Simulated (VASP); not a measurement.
Set up this calculation in VASP 6.6.1, as the native input.

```yaml
Task: single point
Functional: PBE
Potentials_or_basis: VASP PAW PBE potentials, release 64 (Sn_d)
Cutoff: 500 eV
k_mesh: 6 × 6 × 6
Occupations: gaussian, width 0.05 eV
Spin: no spin polarisation
Dipole_correction: no
Further_INCAR_settings: ALGO = Normal; EDIFF = 1e-06; NBANDS = 21
```

The structure of Sn lies in POSCAR:

```
Sn
1.0
    0.0000000000      3.2693612273      3.2693612273
    3.2693612273      0.0000000000      3.2693612273
    3.2693612273      3.2693612273      0.0000000000
Sn
2
Direct
    0.7500000000      0.7500000000      0.7500000000
    0.5000000000      0.5000000000      0.5000000000
```

This isn't the form of Sn at room conditions, which is tetragonal (white tin).

These files were run (other wordings do the same):

INCAR

```
PREC     = Accurate       # precision mode
ENCUT    = 500            # plane-wave cutoff, eV
EDIFF    = 1E-6           # SCF threshold, eV
ISMEAR   = 0              # smearing method
SIGMA    = 0.05           # smearing width, eV
LREAL    = False          # projectors in reciprocal space
LASPH    = True           # aspherical terms in the spheres
NELM     = 120            # most SCF steps
ALGO     = Normal         # electronic algorithm
ISIF     = 2              # what is computed and relaxed
LWAVE    = False          # write WAVECAR
LCHARG   = False          # write CHGCAR
GGA      = PE             # functional
NBANDS   = 21             # bands
GGA_COMPAT= False
```

KPOINTS

```
Automatic mesh
0
Gamma
  6 6 6
```

Potentials or basis: VASP PAW PBE potentials, release 64 (Sn_d).

Run with:

```sh
$ cat potpaw_PBE.64/Sn_d/POTCAR > POTCAR
$ mpirun -np 1 vasp_std > vasp.out
```

Results of the run:

```json
{
 "Pressure": "2.2 GPa",
 "Band gap on the k mesh": "zero (bands 14 and 15 overlap by 0.14 eV)"
}
```

Caveat: spin-orbit coupling is left out, which moves the levels of the heavy elements.

Wall time 43 s on 1 thread of AMD EPYC 7R13, with other jobs on the host, peak memory 0.17 GiB.
